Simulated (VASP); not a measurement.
# MgO (P6_3/mmc) in VASP: further runs

Runs on MgO. Level: PBE. Tasks: single point, relaxation of cell and atoms.

All numbers are computed with VASP 6.6.1; they aren't measurements. Logs are shortened: lines on timing, memory, paths and dates and some standing lists are left out, and cuts for length are marked.

## (1) The cell of the first run

It takes space group P6_3/mmc (No. 194, hexagonal). The conventional cell has a = 3.430 Å, b = 3.430 Å, c = 4.139 Å, α = 90.00°, β = 90.00°, γ = 120.00°. Mg (site symmetry -6m2) has 5 O at 1.98 to 2.07 Å within 2.6 Å. Within 2.6 Å of O (site symmetry -6m2) lie 5 Mg at 1.98 to 2.07 Å.

## (2) Single point, PBE

Input file INCAR:

```
ALGO     = Normal         # electronic algorithm
EDIFF    = 1E-6           # SCF threshold, eV
ENCUT    = 600            # plane-wave cutoff, eV
GGA      = PE             # functional
GGA_COMPAT= F            
ISIF     = 2              # what is computed and relaxed
ISMEAR   = 0              # smearing method
LASPH    = T              # aspherical terms in the spheres
LCHARG   = F              # write CHGCAR
LREAL    = F              # projectors in reciprocal space
LWAVE    = F              # write WAVECAR
NBANDS   = 16             # bands
NELM     = 120            # most SCF steps
PREC     = Accurate       # precision mode
SIGMA    = 0.01           # smearing width, eV
```

Input file KPOINTS:

```
k-points
0
Gamma
  12 12 6
```

Input file POSCAR:

```
MgO
1.0
    3.4298373350      0.0000000000      0.0000000000
   -1.7149186675      2.9703262630      0.0000000000
    0.0000000000      0.0000000000      4.1394144914
Mg O
2 2
Direct
    0.6666666667      0.3333333333      0.7500000000
    0.3333333333      0.6666666667      0.2500000000
    0.6666666667      0.3333333333      0.2500000000
    0.3333333333      0.6666666667      0.7500000000
```

Potentials or basis: VASP PAW PBE potentials, release 64 (Mg, O).

The run is started by

```console
$ cat potpaw_PBE.64/Mg/POTCAR potpaw_PBE.64/O/POTCAR > POTCAR
$ mpirun -np 1 vasp_std > vasp.out
```

OUTCAR:

```text
EDIFF = 1E-6
   ENCUT = 600
   GGA = PE
   ISIF = 2
   ISMEAR = 0
   LASPH = T
   LREAL = F
   NELM = 120
   PREC = Accurate

 ion  position               nearest neighbor table
   1  0.667  0.333  0.750-   4 1.98   4 1.98   4 1.98   3 2.07   3 2.07   2 2.86   2 2.86   2 2.86
                             2 2.86   2 2.86   2 2.86
   2  0.333  0.667  0.250-   3 1.98   3 1.98   3 1.98   4 2.07   4 2.07   1 2.86   1 2.86   1 2.86
                             1 2.86   1 2.86   1 2.86
   3  0.667  0.333  0.250-   2 1.98   2 1.98   2 1.98   1 2.07   1 2.07
   4  0.333  0.667  0.750-   1 1.98   1 1.98   1 1.98   2 2.07   2 2.07

  LATTYP: Found a hexagonal cell.
 ALAT       =     3.4298373350
 C/A-ratio  =     1.2068836178

  Lattice vectors:

 A1 = (   3.4298373350,   0.0000000000,   0.0000000000)
 A2 = (  -1.7149186675,   2.9703262630,   0.0000000000)
 A3 = (   0.0000000000,   0.0000000000,   4.1394144914)

Analysis of symmetry for initial positions (statically):
=====================================================================
 Subroutine PRICEL returns:
 Original cell was already a primitive cell.

 Routine SETGRP: Setting up the symmetry group for a
 hexagonal supercell.

 Subroutine GETGRP returns: Found 24 space group operations
 (whereof 12 operations were pure point group operations)
 out of a pool of 24 trial point group operations.

The static configuration has the point symmetry D_3d.
 The point group associated with its full space group is D_6h.

Analysis of symmetry for dynamics (positions and initial velocities):
=====================================================================
 Subroutine PRICEL returns:
 Original cell was already a primitive cell.

 Routine SETGRP: Setting up the symmetry group for a
 hexagonal supercell.

 Subroutine GETGRP returns: Found 24 space group operations
 (whereof 12 operations were pure point group operations)
 out of a pool of 24 trial point group operations.

The dynamic configuration has the point symmetry D_3d.
 The point group associated with its full space group is D_6h.

 Subroutine INISYM returns: Found 24 space group operations
 (whereof 12 operations are pure point group operations),
 and found     1 'primitive' translations

----------------------------------------------------------------------------------------

                                     Primitive cell

  volume of cell :      42.1713

  direct lattice vectors                    reciprocal lattice vectors
     3.429837335  0.000000000  0.000000000     0.291559016  0.168331677  0.000000000
    -1.714918668  2.970326263  0.000000000     0.000000000  0.336663353  0.000000000
     0.000000000  0.000000000  4.139414491     0.000000000  0.000000000  0.241580060

  length of vectors
     3.429837335  3.429837335  4.139414491     0.336663353  0.336663353  0.241580060

  position of ions in fractional coordinates (direct lattice)
     0.666666667  0.333333333  0.750000000
     0.333333333  0.666666667  0.250000000
     0.666666667  0.333333333  0.250000000
     0.333333333  0.666666667  0.750000000

  ion indices of the primitive-cell ions
   primitive index   ion index
                 1           1
                 2           2
                 3           3
                 4           4

----------------------------------------------------------------------------------------

 KPOINTS: k-points

Automatic generation of k-mesh.
 Grid dimensions read from file:
 generate k-points for:   12   12    6

 Generating k-lattice:

  Cartesian coordinates                     Fractional coordinates (reciprocal lattice)
     0.024296585  0.014027640  0.000000000     0.083333333  0.000000000  0.000000000
     0.000000000  0.028055279  0.000000000     0.000000000  0.083333333  0.000000000
     0.000000000  0.000000000  0.040263343     0.000000000  0.000000000  0.166666667

  Length of vectors
     0.028055279  0.028055279  0.040263343

  Shift w.r.t. Gamma in fractional coordinates (k-lattice)
     0.000000000  0.000000000  0.000000000

 Subroutine IBZKPT returns following result:
 ===========================================

 Found     76 irreducible k-points:

 Following reciprocal coordinates:
            Coordinates               Weight
  0.000000  0.000000  0.000000      1.000000
  0.083333  0.000000  0.000000      6.000000
  0.166667 -0.000000  0.000000      6.000000
  0.250000 -0.000000  0.000000      6.000000
  0.333333 -0.000000  0.000000      6.000000
  0.416667 -0.000000  0.000000      6.000000
[... 16 lines left out ...]
  0.250000 -0.000000  0.166667     12.000000
  0.333333 -0.000000  0.166667     12.000000
 [... further k-points ...]
   k-points           NKPTS =     76   k-points in BZ     NKDIM =     76   number of bands    NBANDS=     16
   number of dos      NEDOS =    301   number of ions     NIONS =      4
   total plane-waves  NPLWV =  28224
   dimension x,y,z NGX =    28 NGY =   28 NGZ =   36
   dimension x,y,z NGXF=    56 NGYF=   56 NGZF=   72
   ions per type =               2   2
   NGX,Y,Z   is equivalent  to a cutoff of  13.57, 13.57, 14.46 a.u.
   NGXF,Y,Z  is equivalent  to a cutoff of  27.14, 27.14, 28.92 a.u.
 SYSTEM =  unknown system
   PREC   = accura    normal or accurate (medium, high low for compatibility)
   ISTART =      0    job   : 0-new  1-cont  2-samecut
   ICHARG =      2    charge: 1-file 2-atom 10-const
   ISPIN  =      1    spin polarized calculation?
   LNONCOLLINEAR =      F non collinear calculations
   LSORBIT =      F    spin-orbit coupling
   LASPH  =      T    aspherical Exc in radial PAW
   ENCUT  =  600.0 eV  44.10 Ry    6.64 a.u.   6.85  6.85  8.27*2*pi/ulx,y,z
   NELM   =    120;   NELMIN=  2; NELMDL= -5     # of ELM steps
   EDIFF  = 0.1E-05   stopping-criterion for ELM
   LREAL  =      F    real-space projection
   EDIFFG = 0.1E-04   stopping-criterion for IOM
   NSW    =      0    number of steps for IOM
   IBRION =     -1    ionic relax: 0-MD 1-quasi-New 2-CG
   NFREE  =      0    steps in history (QN), initial steepest desc. (CG)
   ISIF   =      2    stress and relaxation
   ISYM   =      2    0-nonsym 1-usesym 2-fastsym
   POTIM  = 0.5000    time-step for ionic-motion
   TEBEG  =    0.0;   TEEND  =   0.0 temperature during run
   PSTRESS=    0.0 pullay stress
   NELECT =      16.0000    total number of electrons
   NUPDOWN=      -1.0000    fix difference up-down
   EMIN   =  10.00;   EMAX   =-10.00  energy-range for DOS
   EFERMI =   0.00;   METHOD = LEGACY
   ISMEAR =     0;   SIGMA  =   0.01  broadening in eV -4-tet -1-fermi 0-gaus
   EFERMI_NEDOS =   21; number of points for ismear=-14 and -15
   IALGO  =     38    algorithm
   IMIX   =      4    mixing-type and parameters
     AMIX     =   0.40;   BMIX     =  1.00
     AMIX_MAG =   1.60;   BMIX_MAG =  1.00
  volume/ion in A,a.u.               =      10.54        71.15
  Fermi-wavevector in a.u.,A,eV,Ry     =   1.185157  2.239622 19.110710  1.404598
  Thomas-Fermi vector in A             =   2.321357
   LORBIT       =      0    0 simple, 1 ext, 2 COOP (PROOUT), +10 PAW based schemes
   GGA     = PE    functional components
   LHFCALC =     F    Hartree Fock is set to
   AEXX    =    0.0000 exact exchange contribution
   IVDW    =     0    specifies the selected vdW correction
   LEPSILON=     F    determine dielectric tensor
   LRPA    =     F    only Hartree local field effects (RPA)
 non-spin polarized calculation
 Gauss-broadening in eV      SIGMA  =   0.01
  energy-cutoff  :      600.00
  volume of cell :       42.17
 maximum number of plane-waves:      1425
 NGX is ok and might be reduce to    28
   NGX = 13   NGY = 13   NGZ = 17

 number of electron      16.0000000 magnetization

 Free energy of the ion-electron system (eV)
  ---------------------------------------------------
  ext. energy  EPLUGINS =         0.00000000
  ---------------------------------------------------
  free energy    TOTEN  =       -23.58160543 eV

  energy without entropy =      -23.58160543  energy(sigma->0) =      -23.58160543

 E-fermi :   2.4394     XC(G=0): -10.2636

 val. band max:        2.3015886385   @ k =   0.0000   0.0000   0.0000
 cond. band min:       5.9515055466   @ k =   0.0000   0.0000   0.0000
 fundamental gap:      3.6499169081
 Fermi energy:         2.4394087226

 k-point     1 :       0.0000    0.0000    0.0000
  band No.  band energies     occupation
      1     -14.8375      2.00000
      2     -13.3385      2.00000
      3      -1.5196      2.00000
      4       0.4828      2.00000
      5       0.4828      2.00000
      6       1.4237      2.00000
[... 8 lines left out ...]
     15      18.1764      0.00000
     16      18.4494      0.00000

 k-point     2 :       0.0833    0.0000    0.0000
  band No.  band energies     occupation
      1     -14.8000      2.00000
      2     -13.3437      2.00000
      3      -1.4626      2.00000
      4       0.3691      2.00000
      5       0.4239      2.00000
      6       1.2367      2.00000
[... 8 lines left out ...]
     15      17.8413      0.00000
     16      18.1208      0.00000

 k-point     3 :       0.1667   -0.0000    0.0000
  band No.  band energies     occupation
      1     -14.6925      2.00000
      2     -13.3624      2.00000
      3      -1.2958      2.00000
      4       0.0157      2.00000
      5       0.2840      2.00000
      6       0.8850      2.00000
[... 8 lines left out ...]
     15      17.3800      0.00000
     16      17.4023      0.00000

 k-point     4 :       0.2500   -0.0000    0.0000
  band No.  band energies     occupation
      1     -14.5304      2.00000
      2     -13.4018      2.00000
      3      -1.0325      2.00000
      4      -0.4976      2.00000
      5       0.1232      2.00000
      6       0.5998      2.00000
[... 8 lines left out ...]
     15      16.5846      0.00000
     16      17.2707      0.00000
[... 324 lines left out ...]
 k-point    22 :       0.1667   -0.0000    0.1667
  band No.  band energies     occupation
      1     -14.6020      2.00000
      2     -13.4475      2.00000
      3      -1.2833      2.00000
      4       0.1389      2.00000
      5       0.3577      2.00000
      6       0.6642      2.00000
[... 8 lines left out ...]
     15      17.1519      0.00000
     16      17.9765      0.00000

 k-point    23 :       0.2500   -0.0000    0.1667
  band No.  band energies     occupation
      1     -14.4491      2.00000
      2     -13.4685      2.00000
      3      -1.2365      2.00000
      4      -0.2861      2.00000
      5       0.2082      2.00000
      6       0.4280      2.00000
[... 8 lines left out ...]
     15      17.0838      0.00000
     16      17.3259      0.00000

 k-point    24 :       0.3333   -0.0000    0.1667
  band No.  band energies     occupation
      1     -14.2709      2.00000
      2     -13.5128      2.00000
      3      -1.3491      2.00000
      4      -0.4851      2.00000
      5       0.0777      2.00000
      6       0.2746      2.00000
[... 8 lines left out ...]
     15      16.9285      0.00000
     16      17.1636      0.00000

 [... further k-points ...]
[... 5 lines left out ...]
  --------------------------------------------------------------------------------------
  -------------------------------------------------------------------------------------
  Total        2.7219696      2.7219696      2.6730895      0.0000000      0.0000000      0.0000000
  in kB      103.4135053    103.4135053    101.5564450      0.0000000      0.0000000      0.0000000
  external PRESSURE =     102.7944852 kB  Pullay stress =       0.0000000 kB

 VOLUME and BASIS-vectors are now :
 -----------------------------------------------------------------------------
  energy-cutoff  :      600.00
  volume of cell :       42.17
      direct lattice vectors                 reciprocal lattice vectors
     3.429837335  0.000000000  0.000000000     0.291559016  0.168331677  0.000000000
    -1.714918668  2.970326263  0.000000000     0.000000000  0.336663353  0.000000000
     0.000000000  0.000000000  4.139414491     0.000000000  0.000000000  0.241580060

 POSITION                                       TOTAL-FORCE (eV/Angst)
 -----------------------------------------------------------------------------------
      1.71492      0.99011      3.10456         0.000000      0.000000      0.000000
     -0.00000      1.98022      1.03485         0.000000     -0.000000      0.000000
      1.71492      0.99011      1.03485         0.000000     -0.000000      0.000000
     -0.00000      1.98022      3.10456        -0.000000      0.000000      0.000000
 -----------------------------------------------------------------------------------
    total drift:                                0.000000     -0.000000      0.000000

  FREE ENERGIE OF THE ION-ELECTRON SYSTEM (eV)
  ---------------------------------------------------
  free  energy   TOTEN  =       -23.5816054333 eV

  energy  without entropy=      -23.5816054333  energy(sigma->0) =      -23.58160543
```

It took 19 s on 1 thread of Intel Xeon 6975P-C (Granite Rapids), shared host; peak memory 0.2 GiB.

What came out:

| Quantity | Value |
| --- | --- |
| Free energy | -23.5816 eV |
| Pressure | 10.3 GPa |
| Band gap on the k mesh | 3.65 eV, direct |

(Part 1 of 2 ends here.)
